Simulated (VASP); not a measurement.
# Ni (Pm-3m) in VASP: a series of runs, part 2 of 3

VASP 6.6.1.

## (4) Single point, PBE, collinear spin, ferromagnetic start (13.63 Å³/atom)

This run uses another cell than the first one, of 13.63 Å³/atom.

The input, INCAR:

```
SYSTEM = Ni
ALGO = Normal
EDIFF = 1E-6
ENCUT = 520
GGA = PE
ISIF = 2
ISMEAR = -1
ISPIN = 2
LASPH = .TRUE.
LCHARG = .FALSE.
LMAXMIX = 4
LORBIT = 11
LREAL = .FALSE.
LWAVE = .FALSE.
MAGMOM = 0.575
NBANDS = 15
NELM = 150
PREC = Accurate
SIGMA = 0.05
```

The input, KPOINTS:

```
k-points
0
G
  15 15 15
  0 0 0
```

The input, POSCAR:

```
Ni
1.0
    2.3888290897      0.0000000000      0.0000000000
    0.0000000000      2.3888290897      0.0000000000
    0.0000000000      0.0000000000      2.3888290897
Ni
1
Direct
    0.0000000000      0.0000000000      0.0000000000
```

Potentials or basis: VASP PAW PBE potentials, release 64 (Ni).

Command:

```bash
$ cat potpaw_PBE.64/Ni/POTCAR > POTCAR
$ mpirun -np 1 vasp_std > vasp.out
```

OUTCAR:

```text
SYSTEM = Ni
   EDIFF = 1E-6
   ENCUT = 520
   GGA = PE
   ISIF = 2
   ISMEAR = -1
   ISPIN = 2
   LASPH = .TRUE.
   LORBIT = 11
   LREAL = .FALSE.
   NELM = 150
   PREC = Accurate

 ion  position               nearest neighbor table
   1  0.000  0.000  0.000-

  LATTYP: Found a simple cubic cell.
 ALAT       =     2.3888290897

  Lattice vectors:

 A1 = (   2.3888290897,   0.0000000000,   0.0000000000)
 A2 = (   0.0000000000,   2.3888290897,   0.0000000000)
 A3 = (   0.0000000000,   0.0000000000,   2.3888290897)

Analysis of symmetry for initial positions (statically):
=====================================================================
 Subroutine PRICEL returns:
 Original cell was already a primitive cell.

 Routine SETGRP: Setting up the symmetry group for a
 simple cubic supercell.

 Subroutine GETGRP returns: Found 48 space group operations
 (whereof 48 operations were pure point group operations)
 out of a pool of 48 trial point group operations.

[... 631 lines left out ...]
      9      25.0886      0.00000
     10      28.7330      0.00000
     11      28.7330      0.00000
     12      32.4751      0.00000
     13      46.5418      0.00000
     14      46.5418      0.00000
[... 403 lines left out ...]
      4       6.1577      0.99959
      5       6.2692      0.99616
      6       6.5805      0.33904
      7      14.1749      0.00000
      8      21.2969      0.00000
      9      29.4438      0.00000
     10      30.2473      0.00000
     11      31.3564      0.00000
     12      38.8306      0.00000
     13      39.5343      0.00000
     14      41.3636      0.00000
     15      45.9126      0.00000

 [... further k-points ...]

------------------------ aborting loop because EDIFF is reached ----------------------------------------

  FORCE on cell =-STRESS in cart. coord.  units (eV):
  Direction    XX          YY          ZZ          XY          YZ          ZX
  --------------------------------------------------------------------------------------
  -------------------------------------------------------------------------------------
  Total       -0.7253863     -0.7253863     -0.7253863      0.0000000      0.0000000     -0.0000000
  in kB      -85.2559512    -85.2559512    -85.2559512      0.0000000      0.0000000     -0.0000000
  external PRESSURE =     -85.2559512 kB  Pullay stress =       0.0000000 kB

 VOLUME and BASIS-vectors are now :
 -----------------------------------------------------------------------------
  energy-cutoff  :      520.00
  volume of cell :       13.63
      direct lattice vectors                 reciprocal lattice vectors
     2.388829090  0.000000000  0.000000000     0.418615130  0.000000000  0.000000000
     0.000000000  2.388829090  0.000000000     0.000000000  0.418615130  0.000000000
     0.000000000  0.000000000  2.388829090     0.000000000  0.000000000  0.418615130

 POSITION                                       TOTAL-FORCE (eV/Angst)
 -----------------------------------------------------------------------------------
      0.00000      0.00000      0.00000         0.000000      0.000000      0.000000
 -----------------------------------------------------------------------------------
    total drift:                                0.000000      0.000000      0.000000

  FREE ENERGIE OF THE ION-ELECTRON SYSTEM (eV)
  ---------------------------------------------------
  free  energy   TOTEN  =        -4.7530141748 eV

  energy  without entropy=       -4.7337784907  energy(sigma->0) =       -4.74339633

 total charge

# of ion       s       p       d       tot
------------------------------------------
    1        0.482   0.338   8.321   9.141

 magnetization (x)

# of ion       s       p       d       tot
------------------------------------------
    1       -0.001  -0.003   0.678   0.674
```

OSZICAR:

```text
N       E                     dE             d eps       ncg     rms          rms(c)
DAV:   1     0.340558281999E+02    0.34056E+02   -0.42100E+03  7431   0.806E+02
DAV:   2    -0.390491123878E+01   -0.37961E+02   -0.35273E+02  8278   0.155E+02
DAV:   3    -0.552452308272E+01   -0.16196E+01   -0.15911E+01  8614   0.316E+01
DAV:   4    -0.553733591216E+01   -0.12813E-01   -0.12808E-01  8821   0.269E+00
DAV:   5    -0.553756382108E+01   -0.22791E-03   -0.22791E-03  8782   0.326E-01    0.801E+00
DAV:   6    -0.521680366897E+01    0.32076E+00   -0.12474E+01 10126   0.380E+01    0.692E+00
DAV:   7    -0.476270269005E+01    0.45410E+00   -0.29135E+00 10058   0.167E+01    0.143E+00
DAV:   8    -0.475501692570E+01    0.76858E-02   -0.97960E-03  8804   0.625E-01    0.796E-01
DAV:   9    -0.475341091219E+01    0.16060E-02   -0.19710E-03 11015   0.279E-01    0.264E-01
DAV:  10    -0.475301969749E+01    0.39121E-03   -0.12021E-03 10191   0.229E-01    0.605E-02
DAV:  11    -0.475301576708E+01    0.39304E-05   -0.55161E-05  9140   0.493E-02    0.268E-02
DAV:  12    -0.475301443945E+01    0.13276E-05   -0.15597E-05  9116   0.296E-02    0.118E-02
DAV:  13    -0.475301417485E+01    0.26460E-06   -0.36335E-07  4857   0.598E-03
   1 F= -.47530142E+01 E0= -.47433963E+01  d E =-.192357E-01  mag=     0.6644
```

stdout:

```text
POSCAR found type information on POSCAR Ni
 POSCAR found :  1 types and       1 ions
 scaLAPACK will be used
 LDA part: xc-table for (Slater+PW92), standard interpolation
 POSCAR, INCAR and KPOINTS ok, starting setup
 FFT: planning ... GRIDC
 FFT: planning ... GRID_SOFT
 FFT: planning ... GRID
 WAVECAR not read
 entering main loop
```

It took 40 s on 1 thread of Intel Xeon 8259CL, shared host; peak memory 0.15 GiB.

Results:

```yaml
Free_energy: -4.7530 eV
Pressure: -8.5 GPa
Net_moment: 0.67 μB per cell
Site_moments: Ni +0.67 μB
Valence_electrons_inside_the_program's_atomic_spheres: Ni 9.14
```

Levels at points of the mesh, in eV from the Fermi level:
Spin up:
| k point | band 2 | band 3 | band 4 | band 5 | band 6 | band 7 | band 8 | band 9 |
| --- | --- | --- | --- | --- | --- | --- | --- | --- |
| (0.00, 0.00, 0.00) | -3.34 | -3.34 | -0.50 | -0.50 | -0.50 | 18.46 | 18.46 | 18.46 |
Spin down:
| k point | band 1 | band 2 | band 3 | band 4 | band 5 | band 6 | band 7 | band 8 | band 9 | band 10 |
| --- | --- | --- | --- | --- | --- | --- | --- | --- | --- | --- |
| (0.00, 0.00, 0.00) | -7.50 | -2.78 | -2.78 | 0.28 | 0.28 | 0.28 | 18.54 | 18.54 | 18.54 | 22.19 |

Caveat: the cell stands under tension.

## (5) Single point, PBE, collinear spin, ferromagnetic start (14.14 Å³/atom)

This run uses another cell than the first one, of 14.14 Å³/atom.

The input, INCAR:

```
ALGO = Normal
EDIFF = 1E-6
ENCUT = 520
GGA = PE
ISIF = 2
ISMEAR = -1
ISPIN = 2
LASPH = T
LCHARG = F
LMAXMIX = 4
LORBIT = 11
LREAL = F
LWAVE = F
MAGMOM = 0.575
NBANDS = 15
NELM = 150
PREC = Accurate
SIGMA = 0.05
```

The input, KPOINTS:

```
k-points
0
Gamma
  15 15 15
```

The input, POSCAR:

```
Ni
1.0
    2.4179640232      0.0000000000      0.0000000000
    0.0000000000      2.4179640232      0.0000000000
    0.0000000000      0.0000000000      2.4179640232
Ni
1
Direct
    0.0000000000      0.0000000000      0.0000000000
```

Potentials or basis: VASP PAW PBE potentials, release 64 (Ni).

Command:

```bash
$ cat potpaw_PBE.64/Ni/POTCAR > POTCAR
$ mpirun -np 1 vasp_std > vasp.out
```

OUTCAR:

```text
EDIFF = 1E-6
   ENCUT = 520
   GGA = PE
   ISIF = 2
   ISMEAR = -1
   ISPIN = 2
   LASPH = T
   LORBIT = 11
   LREAL = F
   NELM = 150
   PREC = Accurate

 ion  position               nearest neighbor table
   1  0.000  0.000  0.000-

  LATTYP: Found a simple cubic cell.
 ALAT       =     2.4179640232

  Lattice vectors:

 A1 = (   2.4179640232,   0.0000000000,   0.0000000000)
 A2 = (   0.0000000000,   2.4179640232,   0.0000000000)
 A3 = (   0.0000000000,   0.0000000000,   2.4179640232)

Analysis of symmetry for initial positions (statically):
=====================================================================
 Subroutine PRICEL returns:
 Original cell was already a primitive cell.

 Routine SETGRP: Setting up the symmetry group for a
 simple cubic supercell.

 Subroutine GETGRP returns: Found 48 space group operations
 (whereof 48 operations were pure point group operations)
 out of a pool of 48 trial point group operations.

The static configuration has the point symmetry O_h .

Analysis of symmetry for dynamics (positions and initial velocities):
=====================================================================
 Subroutine PRICEL returns:
 Original cell was already a primitive cell.

 Routine SETGRP: Setting up the symmetry group for a
 simple cubic supercell.

 Subroutine GETGRP returns: Found 48 space group operations
 (whereof 48 operations were pure point group operations)
 out of a pool of 48 trial point group operations.

The dynamic configuration has the point symmetry O_h .

Analysis of structural, dynamic, and magnetic symmetry:
=====================================================================
 Subroutine PRICEL returns:
 Original cell was already a primitive cell.

 Routine SETGRP: Setting up the symmetry group for a
 simple cubic supercell.

 Subroutine GETGRP returns: Found 48 space group operations
 (whereof 48 operations were pure point group operations)
 out of a pool of 48 trial point group operations.

The overall configuration has the point symmetry O_h .

[... 160 lines left out ...]
      4       5.5909      0.99999
      5       5.5909      0.99999
      6       5.5909      0.99999
      7      24.1833      0.00000
      8      24.1833      0.00000
      9      24.1833      0.00000
     10      27.7234      0.00000
     11      27.7234      0.00000
     12      31.4195      0.00000
     13      45.3914      0.00000
     14      45.3914      0.00000
[... 403 lines left out ...]
      4       4.9926      1.00000
      5       5.2760      1.00000
      6       5.3689      1.00000
      7      13.3620      0.00000
      8      20.4069      0.00000
      9      28.4104      0.00000
     10      29.1463      0.00000
     11      30.4749      0.00000
     12      37.6973      0.00000
     13      38.2978      0.00000
     14      40.2072      0.00000
     15      44.5656      0.00000

 [... further k-points ...]

 spin component 2

 k-point     1 :       0.0000    0.0000    0.0000
  band No.  band energies     occupation
      1      -1.1455      1.00000
      2       3.5389      1.00000
      3       3.5389      1.00000
      4       6.4363      0.00355
      5       6.4363      0.00355
      6       6.4363      0.00355
      7      24.2687      0.00000
      8      24.2687      0.00000
      9      24.2687      0.00000
     10      27.8434      0.00000
     11      27.8434      0.00000
     12      31.4233      0.00000
     13      45.4055      0.00000
     14      45.4055      0.00000
[... 403 lines left out ...]
      4       5.7998      0.99917
      5       5.9029      0.99351
      6       6.2004      0.28532
      7      13.5740      0.00000
      8      20.5414      0.00000
      9      28.5121      0.00000
     10      29.2787      0.00000
     11      30.4643      0.00000
     12      37.7470      0.00000
     13      38.3958      0.00000
     14      40.2260      0.00000
     15      44.6503      0.00000

 [... further k-points ...]

------------------------ aborting loop because EDIFF is reached ----------------------------------------

  FORCE on cell =-STRESS in cart. coord.  units (eV):
  Direction    XX          YY          ZZ          XY          YZ          ZX
  --------------------------------------------------------------------------------------
  -------------------------------------------------------------------------------------
  Total       -1.0114903     -1.0114903     -1.0114903      0.0000000      0.0000000     -0.0000000
  in kB     -114.6364698   -114.6364698   -114.6364698      0.0000000      0.0000000     -0.0000000
  external PRESSURE =    -114.6364698 kB  Pullay stress =       0.0000000 kB

 VOLUME and BASIS-vectors are now :
 -----------------------------------------------------------------------------
  energy-cutoff  :      520.00
  volume of cell :       14.14
      direct lattice vectors                 reciprocal lattice vectors
     2.417964023  0.000000000  0.000000000     0.413571083  0.000000000  0.000000000
     0.000000000  2.417964023  0.000000000     0.000000000  0.413571083  0.000000000
     0.000000000  0.000000000  2.417964023     0.000000000  0.000000000  0.413571083

 POSITION                                       TOTAL-FORCE (eV/Angst)
 -----------------------------------------------------------------------------------
      0.00000      0.00000      0.00000         0.000000      0.000000      0.000000
 -----------------------------------------------------------------------------------
    total drift:                                0.000000      0.000000      0.000000

  FREE ENERGIE OF THE ION-ELECTRON SYSTEM (eV)
  ---------------------------------------------------
  free  energy   TOTEN  =        -4.7211839161 eV

  energy  without entropy=       -4.7008030004  energy(sigma->0) =       -4.71099346

 total charge

# of ion       s       p       d       tot
------------------------------------------
    1        0.471   0.318   8.308   9.097

 magnetization (x)

# of ion       s       p       d       tot
------------------------------------------
    1       -0.001  -0.004   0.747   0.743
```

Run time: 49 s. Hardware: 1 thread of Intel Xeon 8259CL, shared host; peak memory 0.15 GiB.

What came out:

```yaml
Free_energy: -4.7212 eV
Pressure: -11.5 GPa
Net_moment: 0.73 μB per cell
Site_moments: Ni +0.74 μB
Valence_electrons_inside_the_program's_atomic_spheres: Ni 9.10
```

Caveat: the cell stands under tension.

## (6) Relaxation of cell and atoms, PBE, collinear spin, ferromagnetic start

This run uses another cell than the first one, of 11.81 Å³/atom.

The input, INCAR:

```
SYSTEM = Ni
PREC     = Accurate       ! precision mode
ENCUT    = 600            ! plane-wave cutoff, eV
EDIFF    = 1E-6           ! SCF threshold, eV
ISMEAR   = -1             ! smearing method
SIGMA    = 0.05           ! smearing width, eV
LREAL    = .FALSE.        ! projectors in reciprocal space
LASPH    = .TRUE.         ! aspherical terms in the spheres
NELM     = 150            ! most SCF steps
ALGO     = Normal         ! electronic algorithm
ISIF     = 3              ! what is computed and relaxed
LWAVE    = .FALSE.        ! write WAVECAR
LCHARG   = .FALSE.        ! write CHGCAR
ISPIN    = 2              ! spin polarisation
MAGMOM   = 0.8            ! initial moments
LORBIT   = 11             ! projections on sites
LMAXMIX  = 4              ! l up to which the mixer works
GGA      = PE             ! functional
IBRION   = 2              ! ionic algorithm
NSW      = 80             ! ionic steps
EDIFFG   = -0.01          ! ionic threshold
```

The input, KPOINTS:

```
Automatic mesh
0
G
  14 14 14
  0 0 0
```

The input, POSCAR:

```
Ni
1.0
    2.2775907947      0.0000000000      0.0000000000
    0.0000000000      2.2775907947      0.0000000000
    0.0000000000      0.0000000000      2.2775907947
Ni
1
Direct
    0.0000000000      0.0000000000      0.0000000000
```

Potentials or basis: VASP PAW PBE potentials, release 64 (Ni).

Command:

```bash
$ cat potpaw_PBE.64/Ni/POTCAR > POTCAR
$ mpirun -np 1 vasp_std > vasp.out
```

Wall time 71 s (1 thread of Intel Xeon 8259CL, shared host); peak memory 0.15 GiB.

Results (log left out):

| Item | Value |
| --- | --- |
| Free energy | -4.7820 eV |
| Relaxed volume | 12.60 Å³/atom |
| Relaxed cell | a = 2.327 Å, b = 2.327 Å, c = 2.327 Å, α = 90.00°, β = 90.00°, γ = 90.00° |
| Space group after relaxing (to 0.1 Å) | Pm-3m (No. 221) |
| Energy gained by relaxing | 24.8 meV/atom |
| Ionic steps | 3 |
| Pressure after relaxing | 0.1 GPa |
| Net moment | 0.50 μB per cell |
| Site moments | Ni +0.51 μB |
| Valence electrons inside the program's atomic spheres | Ni 9.25 |

The path:
| step | energy change (eV) | largest force (eV/Å) | pressure (GPa) | volume (Å³) |
| --- | --- | --- | --- | --- |
| 1 | 0.0000 | 0.0000 | 10.87 | 11.81 |
| 2 | -0.0121 | 0.0000 | -6.03 | 13.24 |
| 3 | -0.0248 | 0.0000 | 0.06 | 12.60 |

Final structure:
```cif
data_structure
_symmetry_space_group_name_H-M 'P 1'
_symmetry_Int_Tables_number 1
_cell_length_a 2.3272
_cell_length_b 2.3272
_cell_length_c 2.3272
_cell_angle_alpha 90.000
_cell_angle_beta 90.000
_cell_angle_gamma 90.000
_cell_volume 12.60
loop_
_atom_site_label
_atom_site_type_symbol
_atom_site_fract_x
_atom_site_fract_y
_atom_site_fract_z
_atom_site_occupancy
Ni1 Ni 0.00000 0.00000 0.00000 1
```

Levels at points of the mesh, in eV from the Fermi level:
Spin up:
| k point | band 3 | band 4 | band 5 | band 6 | band 7 | band 8 |
| --- | --- | --- | --- | --- | --- | --- |
| (0.00, 0.00, 0.00) | -3.56 | -0.35 | -0.35 | -0.35 | 19.42 | 19.42 |
| (0.50, 0.00, 0.00) | -1.38 | -1.38 | -1.02 | -0.26 | 3.60 | 24.50 |
| (0.50, 0.50, 0.00) | -1.17 | -1.17 | 0.41 | 5.20 | 5.20 | 11.22 |
| (0.50, 0.50, 0.50) | -3.24 | 0.46 | 0.46 | 11.75 | 11.75 | 11.75 |
Spin down:
```csv
k point,band 2,band 3,band 4,band 5,band 6,band 7,band 8,band 9
"(0.00, 0.00, 0.00)",-3.16,-3.16,0.27,0.27,0.27,19.48,19.48,19.48
"(0.50, 0.00, 0.00)",-2.71,-1.04,-0.80,-0.80,0.36,3.93,24.43,26.64
"(0.50, 0.50, 0.00)",-2.40,-0.58,-0.58,0.92,5.22,5.22,11.42,11.45
"(0.50, 0.50, 0.50)",-2.77,-2.77,0.98,0.98,11.83,11.83,11.83,13.77
```

(Part 2 of 3 ends here.)
